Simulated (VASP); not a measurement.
# HfC (P6_3/mmc) in VASP: further runs, part 2 of 2

VASP 6.6.1.

**4. Relaxation of shape and atoms at fixed volume, PBE (12.30 Å³/atom)**

This run uses another cell than the first one, of 12.30 Å³/atom.

Contents of INCAR:

```
SYSTEM = HfC
  PREC = Accurate
  ENCUT = 600
  EDIFF = 1E-7
  ISMEAR = 0
  SIGMA = 0.05
  LREAL = .False.
  LASPH = .True.
  NELM = 60
  ALGO = Normal
  ISIF = 4
  LWAVE = .False.
  LCHARG = .False.
  GGA = PE
  IBRION = 2
  NSW = 60
  EDIFFG = -0.01
```

Contents of KPOINTS:

```
regular mesh
0
Gamma
  12 12 8
  0 0 0
```

Contents of POSCAR:

```
HfC
1.0
    3.3075837485      0.0000000000      0.0000000000
   -1.6537918743      2.8644515514      0.0000000000
    0.0000000000      0.0000000000      5.1924058557
Hf C
2 2
Direct
    0.3333333333      0.6666666667      0.2500000000
    0.6666666667      0.3333333333      0.7500000000
    0.0000000000      0.0000000000      0.0000000000
    0.0000000000      0.0000000000      0.5000000000
```

Potentials or basis: VASP PAW PBE potentials, release 64 (Hf_pv, C).

Run with:

```bash
$ cat potpaw_PBE.64/Hf_pv/POTCAR potpaw_PBE.64/C/POTCAR > POTCAR
$ mpirun -np 1 vasp_std > vasp.out
```

OUTCAR:

```text
SYSTEM = HfC
   PREC = Accurate
   ENCUT = 600
   EDIFF = 1E-7
   ISMEAR = 0
   LREAL = .False.
   LASPH = .True.
   NELM = 60
   ISIF = 4
   GGA = PE
   IBRION = 2
   NSW = 60
   EDIFFG = -0.01

 ion  position               nearest neighbor table
   1  0.333  0.667  0.250-   3 2.31   4 2.31   3 2.31   4 2.31   3 2.31   4 2.31   2 3.22   2 3.22
                             2 3.22   2 3.22   2 3.22   2 3.22
   2  0.667  0.333  0.750-   3 2.31   4 2.31   3 2.31   4 2.31   3 2.31   4 2.31   1 3.22   1 3.22
                             1 3.22   1 3.22   1 3.22   1 3.22
   3  0.000  0.000  0.000-   1 2.31   2 2.31   2 2.31   1 2.31   2 2.31   1 2.31
   4  0.000  0.000  0.500-   1 2.31   2 2.31   2 2.31   1 2.31   2 2.31   1 2.31

  LATTYP: Found a hexagonal cell.
 ALAT       =     3.3075837485
 C/A-ratio  =     1.5698486419

  Lattice vectors:

 A1 = (   3.3075837485,   0.0000000000,   0.0000000000)
 A2 = (  -1.6537918743,   2.8644515514,   0.0000000000)
 A3 = (   0.0000000000,   0.0000000000,   5.1924058557)

Analysis of symmetry for initial positions (statically):
=====================================================================
 Subroutine PRICEL returns:
 Original cell was already a primitive cell.

 Routine SETGRP: Setting up the symmetry group for a
 hexagonal supercell.

 Subroutine GETGRP returns: Found 24 space group operations
 (whereof 12 operations were pure point group operations)
 out of a pool of 24 trial point group operations.

The static configuration has the point symmetry D_3d.
 The point group associated with its full space group is D_6h.

Analysis of symmetry for dynamics (positions and initial velocities):
=====================================================================
 Subroutine PRICEL returns:
 Original cell was already a primitive cell.
[... 188 lines left out ...]
      0.00000      0.00000      0.00000        -0.000000      0.000000      0.000000
      0.00000      0.00000      2.59620        -0.000000      0.000000      0.000000
 -----------------------------------------------------------------------------------
    total drift:                               -0.000000      0.000000     -0.000000

  FREE ENERGIE OF THE ION-ELECTRON SYSTEM (eV)
  ---------------------------------------------------
  free  energy   TOTEN  =       -41.3000180410 eV

  energy  without entropy=      -41.2994259445  energy(sigma->0) =      -41.29972199

--------------------------------------- Ionic step        2  -------------------------------------------

 number of electron      28.0000000 magnetization

 Free energy of the ion-electron system (eV)
  ---------------------------------------------------
  ext. energy  EPLUGINS =         0.00000000
  ---------------------------------------------------
  free energy    TOTEN  =       -41.30004105 eV

  energy without entropy =      -41.29943653  energy(sigma->0) =      -41.29973879

 E-fermi :   6.6485     XC(G=0): -12.3976

 val. band max:        6.6447066343   @ k =   0.3333   0.2500   0.0000
 cond. band min:       6.7417608486   @ k =   0.3333   0.3333   0.1250
 fundamental gap:      0.0970542143
 Fermi energy:         6.6485494728

 k-point     1 :       0.0000    0.0000    0.0000
  band No.  band energies     occupation
      1     -23.9879      2.00000
      2     -23.3599      2.00000
      3     -23.3599      2.00000
      4     -23.2677      2.00000
      5     -23.2677      2.00000
      6     -23.1948      2.00000
[... 481 lines left out ...]
      5     -23.3121      2.00000
      6     -23.3004      2.00000
[... 10 lines left out ...]
     17      10.4633      0.00000
     18      10.7949      0.00000

 [... further k-points ...]

------------------------ aborting loop because EDIFF is reached ----------------------------------------

  FORCE on cell =-STRESS in cart. coord.  units (eV):
  Direction    XX          YY          ZZ          XY          YZ          ZX
  --------------------------------------------------------------------------------------
  -------------------------------------------------------------------------------------
  Total        1.2747088      1.2747088      1.2598442     -0.0000000     -0.0000000      0.0000000
  in kB       41.5145749     41.5145749     41.0304678     -0.0000000     -0.0000000      0.0000000
  external PRESSURE =      41.3532059 kB  Pullay stress =       0.0000000 kB

 VOLUME and BASIS-vectors are now :
 -----------------------------------------------------------------------------
  energy-cutoff  :      600.00
  volume of cell :       49.19
      direct lattice vectors                 reciprocal lattice vectors
     3.308497073 -0.000000000  0.000000000     0.302252043  0.174505298  0.000000000
    -1.654248536  2.865242513  0.000000000     0.000000000  0.349010597  0.000000000
    -0.000000000  0.000000000  5.189539482    -0.000000000 -0.000000000  0.192695326

 POSITION                                       TOTAL-FORCE (eV/Angst)
 -----------------------------------------------------------------------------------
     -0.00000      1.91016      1.29738        -0.000000     -0.000000      0.000000
      1.65425      0.95508      3.89215         0.000000      0.000000      0.000000
      3.30850     -0.00000      0.00000         0.000000      0.000000      0.000000
      3.30850     -0.00000      2.59477         0.000000      0.000000      0.000000
 -----------------------------------------------------------------------------------
    total drift:                               -0.000000      0.000000     -0.000000

  FREE ENERGIE OF THE ION-ELECTRON SYSTEM (eV)
  ---------------------------------------------------
  free  energy   TOTEN  =       -41.3000410453 eV

  energy  without entropy=      -41.2994365311  energy(sigma->0) =      -41.29973879

 reached required accuracy - stopping structural energy minimisation
```

CONTCAR:

```text
HfC
   1.00000000000000
     3.3084970725280183   -0.0000000000009020    0.0000000000000000
    -1.6542485363148041    2.8652425132123183    0.0000000000000000
    -0.0000000000000000    0.0000000000000000    5.1895394820203204
  Hf              C
     2     2
Direct
     0.3333333332999970    0.6666666667000030    0.2500000000000000
     0.6666666667000030    0.3333333332999970    0.7500000000000000
     1.0000000000000000    0.0000000000000000    0.0000000000000000
     1.0000000000000000    0.0000000000000000    0.5000000000000000

  0.00000000E+00  0.00000000E+00  0.00000000E+00
  0.00000000E+00  0.00000000E+00  0.00000000E+00
  0.00000000E+00  0.00000000E+00  0.00000000E+00
  0.00000000E+00  0.00000000E+00  0.00000000E+00
```

Wall time 56 s (1 thread of Intel Xeon 6975P-C (Granite Rapids), shared host); peak memory 0.24 GiB.

Results:

```yaml
Free_energy: -41.3000 eV
Energy_gained_by_relaxing: 0.0 meV/atom
Ionic_steps: 2
Pressure_after_relaxing: 4.1 GPa
Band_gap_on_the_k_mesh: zero (bands 14 and 15 overlap by 1.41 eV)
```

Final structure:
```xyz
4
Lattice="3.3085 0.0000 0.0000 -1.6542 2.8652 0.0000 0.0000 0.0000 5.1895" Properties=species:S:1:pos:R:3 pbc="T T T"
Hf    0.0000    1.9102    1.2974
Hf    1.6542    0.9551    3.8922
C     3.3085    0.0000    0.0000
C     3.3085    0.0000    2.5948
```

Caveat: spin-orbit coupling is left out, which moves the levels of the heavy elements.

**5. Overview**

| task | cell | gap on the mesh (eV) | pressure (GPa) |
| --- | --- | --- | --- |
| relaxation of shape and atoms at fixed volume | relaxed from a = 3.286, b = 3.286, c = 5.153 Å, angles 90.0, 90.0, 120.0°, 4 atoms | none | 9.6 |
| relaxation of cell and atoms | relaxed from a = 3.426, b = 3.426, c = 4.774 Å, angles 90.0, 90.0, 120.0°, 4 atoms | none | -0.1 |
| relaxation of shape and atoms at fixed volume | relaxed from a = 3.308, b = 3.308, c = 5.192 Å, angles 90.0, 90.0, 120.0°, 4 atoms | none | 4.1 |

Alike in all rows: level PBE; potentials or basis VASP PAW PBE potentials, release 64 (Hf_pv, C); no spin polarisation; k mesh 12 × 12 × 8; cutoff (eV) 600; smearing gaussian 0.05 eV.

Caveats: spin-orbit coupling is left out, which moves the levels of the heavy elements.

Total energies depend on the potentials used, so only differences within one code and one set of settings carry meaning.

The gap in the log of VASP goes by the Fermi energy; the results here count the filled bands.